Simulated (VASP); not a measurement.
# Hf2N (Pnnm) in VASP: single point with LDA

Aim: the single point of Hf2N with LDA.

Everything below comes from runs of VASP 6.6.1. Logs are shortened: lines on timing, memory, paths and dates and some standing lists are left out, and cuts for length are marked.

**1. The cell of the first run**

Symmetry: Pnnm, No. 58, orthorhombic system. Conventional cell: a = 5.252 Å, b = 5.252 Å, c = 3.201 Å, α = 90.00°, β = 90.00°, γ = 90.00°. Hf (site symmetry m) has 3 N at 2.20 to 2.21 Å within 2.9 Å. Within 2.9 Å of N (site symmetry 2/m) lie 6 Hf at 2.20 to 2.21 Å.

**2. Single point, LDA (atoms displaced along a vibrational mode)**

File INCAR:

```
PREC = Accurate
ENCUT = 520
EDIFF = 1E-6
ISMEAR = 0
SIGMA = 0.15
LREAL = F
LASPH = T
NELM = 60
ALGO = Normal
ISIF = 2
LWAVE = F
LCHARG = F
NBANDS = 34
```

File KPOINTS:

```
Automatic mesh
0
Gamma
  8 8 12
```

File POSCAR:

```
Hf2N
1.0
    5.2521585898      0.0000000000      0.0000000000
    0.0000000000      5.2521585898      0.0000000000
    0.0000000000      0.0000000000      3.2005839592
Hf N
4 2
Direct
    0.3169444978      0.2738623696      0.0000000000
    0.6830555022      0.7261376304      0.0000000000
    0.8169444978      0.2261376304      0.5000000000
    0.1830555022      0.7738623696      0.5000000000
    0.0000000000      0.0000000000      0.0000000000
    0.5000000000      0.5000000000      0.5000000000
```

Potentials or basis: VASP PAW LDA potentials, release 64 (Hf_pv, N).

Command:

```bash
$ cat potpaw_LDA.64/Hf_pv/POTCAR potpaw_LDA.64/N/POTCAR > POTCAR
$ mpirun -np 1 vasp_std > vasp.out
```

OUTCAR:

```text
PREC = Accurate
   ENCUT = 520
   EDIFF = 1E-6
   ISMEAR = 0
   LREAL = F
   LASPH = T
   NELM = 60
   ISIF = 2

 ion  position               nearest neighbor table
   1  0.317  0.274  0.000-   5 2.20   6 2.21   6 2.21   2 3.06   3 3.09   3 3.09   3 3.09   3 3.09
                             4 3.15   4 3.15   4 3.15   4 3.15   2 3.46
   2  0.683  0.726  0.000-   5 2.20   6 2.21   6 2.21   1 3.06   4 3.09   4 3.09   4 3.09   4 3.09
                             3 3.15   3 3.15   3 3.15   3 3.15   1 3.46
   3  0.817  0.226  0.500-   6 2.20   5 2.21   5 2.21   4 3.06   1 3.09   1 3.09   1 3.09   1 3.09
                             2 3.15   2 3.15   2 3.15   2 3.15   4 3.46
   4  0.183  0.774  0.500-   6 2.20   5 2.21   5 2.21   3 3.06   2 3.09   2 3.09   2 3.09   2 3.09
                             1 3.15   1 3.15   1 3.15   1 3.15   3 3.46
   5  0.000  0.000  0.000-   1 2.20   2 2.20   3 2.21   4 2.21   3 2.21   4 2.21
   6  0.500  0.500  0.500-   3 2.20   4 2.20   1 2.21   2 2.21   1 2.21   2 2.21

  LATTYP: Found a simple tetragonal cell.
 ALAT       =     5.2521585898
 C/A-ratio  =     0.6093844853

  Lattice vectors:

 A1 = (   5.2521585898,   0.0000000000,   0.0000000000)
 A2 = (   0.0000000000,   5.2521585898,   0.0000000000)
 A3 = (   0.0000000000,   0.0000000000,   3.2005839592)

Analysis of symmetry for initial positions (statically):
=====================================================================
 Subroutine PRICEL returns:
 Original cell was already a primitive cell.

 Routine SETGRP: Setting up the symmetry group for a
 simple tetragonal supercell.

 Subroutine GETGRP returns: Found  8 space group operations
 (whereof  4 operations were pure point group operations)
 out of a pool of 16 trial point group operations.

The static configuration has the point symmetry C_2h.
 The point group associated with its full space group is D_2h.

Analysis of symmetry for dynamics (positions and initial velocities):
=====================================================================
 Subroutine PRICEL returns:
 Original cell was already a primitive cell.

 Routine SETGRP: Setting up the symmetry group for a
 simple tetragonal supercell.

 Subroutine GETGRP returns: Found  8 space group operations
 (whereof  4 operations were pure point group operations)
 out of a pool of 16 trial point group operations.

The dynamic configuration has the point symmetry C_2h.
 The point group associated with its full space group is D_2h.

 Subroutine INISYM returns: Found  8 space group operations
 (whereof  4 operations are pure point group operations),
 and found     1 'primitive' translations

----------------------------------------------------------------------------------------

                                     Primitive cell

  volume of cell :      88.2887

  direct lattice vectors                    reciprocal lattice vectors
     5.252158590  0.000000000  0.000000000     0.190397906  0.000000000  0.000000000
     0.000000000  5.252158590  0.000000000     0.000000000  0.190397906  0.000000000
     0.000000000  0.000000000  3.200583959     0.000000000  0.000000000  0.312442983

  length of vectors
     5.252158590  5.252158590  3.200583959     0.190397906  0.190397906  0.312442983

  position of ions in fractional coordinates (direct lattice)
     0.316944498  0.273862370  0.000000000
     0.683055502  0.726137630  0.000000000
     0.816944498  0.226137630  0.500000000
     0.183055502  0.773862370  0.500000000
     0.000000000  0.000000000  0.000000000
     0.500000000  0.500000000  0.500000000

  ion indices of the primitive-cell ions
   primitive index   ion index
                 1           1
                 2           2
                 3           3
                 4           4
                 5           5
                 6           6

----------------------------------------------------------------------------------------

 KPOINTS: Automatic mesh

Automatic generation of k-mesh.
 Grid dimensions read from file:
 generate k-points for:    8    8   12

 Generating k-lattice:

  Cartesian coordinates                     Fractional coordinates (reciprocal lattice)
     0.023799738  0.000000000  0.000000000     0.125000000  0.000000000  0.000000000
     0.000000000  0.023799738  0.000000000     0.000000000  0.125000000  0.000000000
     0.000000000  0.000000000  0.026036915     0.000000000  0.000000000  0.083333333

  Length of vectors
     0.023799738  0.023799738  0.026036915

  Shift w.r.t. Gamma in fractional coordinates (k-lattice)
     0.000000000  0.000000000  0.000000000

 Subroutine IBZKPT returns following result:
 ===========================================

 Found    175 irreducible k-points:

 Following reciprocal coordinates:
            Coordinates               Weight
  0.000000  0.000000  0.000000      1.000000
  0.125000  0.000000  0.000000      2.000000
  0.000000  0.125000  0.000000      2.000000
  0.250000  0.000000  0.000000      2.000000
  0.000000  0.250000  0.000000      2.000000
  0.375000  0.000000  0.000000      2.000000
[... 16 lines left out ...]
  0.500000  0.375000  0.000000      2.000000
 -0.375000  0.500000  0.000000      2.000000
 [... further k-points ...]
   k-points           NKPTS =    175   k-points in BZ     NKDIM =    175   number of bands    NBANDS=     34
   number of dos      NEDOS =    301   number of ions     NIONS =      6
   total plane-waves  NPLWV =  38400
   dimension x,y,z NGX =    40 NGY =   40 NGZ =   24
   dimension x,y,z NGXF=    80 NGYF=   80 NGZF=   48
   ions per type =               4   2
   NGX,Y,Z   is equivalent  to a cutoff of  12.66, 12.66, 12.47 a.u.
   NGXF,Y,Z  is equivalent  to a cutoff of  25.32, 25.32, 24.93 a.u.
 SYSTEM =  unknown system
   PREC   = accura    normal or accurate (medium, high low for compatibility)
   ISTART =      0    job   : 0-new  1-cont  2-samecut
   ICHARG =      2    charge: 1-file 2-atom 10-const
   ISPIN  =      1    spin polarized calculation?
   LNONCOLLINEAR =      F non collinear calculations
   LSORBIT =      F    spin-orbit coupling
   LASPH  =      T    aspherical Exc in radial PAW
   ENCUT  =  520.0 eV  38.22 Ry    6.18 a.u.   9.77  9.77  5.95*2*pi/ulx,y,z
   NELM   =     60;   NELMIN=  2; NELMDL= -5     # of ELM steps
   EDIFF  = 0.1E-05   stopping-criterion for ELM
   LREAL  =      F    real-space projection
   EDIFFG = 0.1E-04   stopping-criterion for IOM
   NSW    =      0    number of steps for IOM
   IBRION =     -1    ionic relax: 0-MD 1-quasi-New 2-CG
   NFREE  =      0    steps in history (QN), initial steepest desc. (CG)
   ISIF   =      2    stress and relaxation
   ISYM   =      2    0-nonsym 1-usesym 2-fastsym
   POTIM  = 0.5000    time-step for ionic-motion
   TEBEG  =    0.0;   TEEND  =   0.0 temperature during run
   PSTRESS=    0.0 pullay stress
   NELECT =      50.0000    total number of electrons
   NUPDOWN=      -1.0000    fix difference up-down
   EMIN   =  10.00;   EMAX   =-10.00  energy-range for DOS
   EFERMI =   0.00;   METHOD = LEGACY
   ISMEAR =     0;   SIGMA  =   0.15  broadening in eV -4-tet -1-fermi 0-gaus
   EFERMI_NEDOS =   21; number of points for ismear=-14 and -15
   IALGO  =     38    algorithm
   IMIX   =      4    mixing-type and parameters
     AMIX     =   0.40;   BMIX     =  1.00
     AMIX_MAG =   1.60;   BMIX_MAG =  1.00
  volume/ion in A,a.u.               =      14.71        99.30
  Fermi-wavevector in a.u.,A,eV,Ry     =   1.354451  2.559541 24.960387  1.834537
  Thomas-Fermi vector in A             =   2.481621
   LORBIT       =      0    0 simple, 1 ext, 2 COOP (PROOUT), +10 PAW based schemes
   GGA     = CA    functional components
   LHFCALC =     F    Hartree Fock is set to
   AEXX    =    0.0000 exact exchange contribution
   IVDW    =     0    specifies the selected vdW correction
   LEPSILON=     F    determine dielectric tensor
   LRPA    =     F    only Hartree local field effects (RPA)
 non-spin polarized calculation
 Gauss-broadening in eV      SIGMA  =   0.15
  energy-cutoff  :      520.00
  volume of cell :       88.29
 maximum number of plane-waves:      2412
   NGX = 19   NGY = 19   NGZ = 11

 number of electron      50.0000001 magnetization

 Free energy of the ion-electron system (eV)
  ---------------------------------------------------
  ext. energy  EPLUGINS =         0.00000000
  ---------------------------------------------------
  free energy    TOTEN  =       -69.57413112 eV

  energy without entropy =      -69.54775374  energy(sigma->0) =      -69.56094243

 E-fermi :   6.0397     XC(G=0): -12.3663

 val. band max:        6.0294638278   @ k =   0.1250   0.1250   0.1667
 cond. band min:       6.0572982888   @ k =  -0.1250   0.2500   0.2500
 fundamental gap:      0.0278344610
 Fermi energy:         6.0397068967

 k-point     1 :       0.0000    0.0000    0.0000
  band No.  band energies     occupation
      1     -24.9108      2.00000
      2     -24.3776      2.00000
      3     -24.3716      2.00000
      4     -24.2057      2.00000
      5     -24.0438      2.00000
      6     -23.8836      2.00000
[... 26 lines left out ...]
     33       9.3469      0.00000
     34      10.0663      0.00000

 k-point     2 :       0.1250    0.0000    0.0000
  band No.  band energies     occupation
      1     -24.8835      2.00000
      2     -24.3666      2.00000
      3     -24.3348      2.00000
      4     -24.2399      2.00000
      5     -24.0337      2.00000
      6     -23.8717      2.00000
[... 26 lines left out ...]
     33       9.5232      0.00000
     34      10.0419      0.00000

 k-point     3 :       0.0000    0.1250    0.0000
  band No.  band energies     occupation
      1     -24.8892      2.00000
      2     -24.3987      2.00000
      3     -24.3720      2.00000
      4     -24.1741      2.00000
      5     -24.0352      2.00000
      6     -23.8791      2.00000
[... 26 lines left out ...]
     33       9.1836      0.00000
     34      10.2583      0.00000
[... 704 lines left out ...]
 k-point    23 :       0.5000    0.3750    0.0000
  band No.  band energies     occupation
      1     -24.4584      2.00000
      2     -24.4584      2.00000
      3     -24.1409      2.00000
      4     -24.1409      2.00000
      5     -23.9417      2.00000
      6     -23.9417      2.00000
[... 26 lines left out ...]
     33       9.8244      0.00000
     34       9.8244      0.00000

 k-point    24 :      -0.3750    0.5000    0.0000
  band No.  band energies     occupation
      1     -24.4777      2.00000
      2     -24.4777      2.00000
      3     -24.1482      2.00000
      4     -24.1482      2.00000
      5     -23.9229      2.00000
      6     -23.9229      2.00000
[... 26 lines left out ...]
     33       9.9806      0.00000
     34       9.9806      0.00000

 [... further k-points ...]

------------------------ aborting loop because EDIFF is reached ----------------------------------------

  FORCE on cell =-STRESS in cart. coord.  units (eV):
  Direction    XX          YY          ZZ          XY          YZ          ZX
  --------------------------------------------------------------------------------------
  -------------------------------------------------------------------------------------
  Total        2.2464688     -2.4968762     -0.9384018      0.0000000      0.0000000      0.0000000
  in kB       40.7667495    -45.3109024    -17.0292102      0.0000000      0.0000000      0.0000000
  external PRESSURE =      -7.1911211 kB  Pullay stress =       0.0000000 kB

 VOLUME and BASIS-vectors are now :
 -----------------------------------------------------------------------------
  energy-cutoff  :      520.00
  volume of cell :       88.29
      direct lattice vectors                 reciprocal lattice vectors
     5.252158590  0.000000000  0.000000000     0.190397906  0.000000000  0.000000000
     0.000000000  5.252158590  0.000000000     0.000000000  0.190397906  0.000000000
     0.000000000  0.000000000  3.200583959     0.000000000  0.000000000  0.312442983

 POSITION                                       TOTAL-FORCE (eV/Angst)
 -----------------------------------------------------------------------------------
      1.66464      1.43837      0.00000        -0.058597      0.175068      0.000000
      3.58752      3.81379      0.00000         0.058597     -0.175068     -0.000000
      4.29072      1.18771      1.60029        -0.058597     -0.175068      0.000000
      0.96144      4.06445      1.60029         0.058597      0.175068     -0.000000
      0.00000      0.00000      0.00000        -0.000000      0.000000      0.000000
      2.62608      2.62608      1.60029        -0.000000      0.000000      0.000000
 -----------------------------------------------------------------------------------
    total drift:                               -0.000000      0.000000      0.000000

  FREE ENERGIE OF THE ION-ELECTRON SYSTEM (eV)
  ---------------------------------------------------
  free  energy   TOTEN  =       -69.5741311231 eV

  energy  without entropy=      -69.5477537365  energy(sigma->0) =      -69.56094243
```

Run time: 4.7 min. Hardware: 1 thread of Intel Xeon Platinum 8488C (Sapphire Rapids), shared host; peak memory 0.46 GiB.

Results:

```
Free energy            : -69.5741 eV
Pressure               : -0.7 GPa
Largest force          : 0.185 eV/Å
Band gap on the k mesh : zero (bands 25 and 26 overlap by 2.58 eV)
```

Forces on the atoms (eV/Å):
```
Hf  -0.059  0.175  0.000
Hf   0.059 -0.175  0.000
Hf  -0.059 -0.175  0.000
Hf   0.059  0.175  0.000
N    0.000  0.000  0.000
N    0.000  0.000  0.000
```

Caveat: the cell differs from its parent crystal (atoms displaced along a vibrational mode); spin-orbit coupling is left out, which moves the levels of the heavy elements.
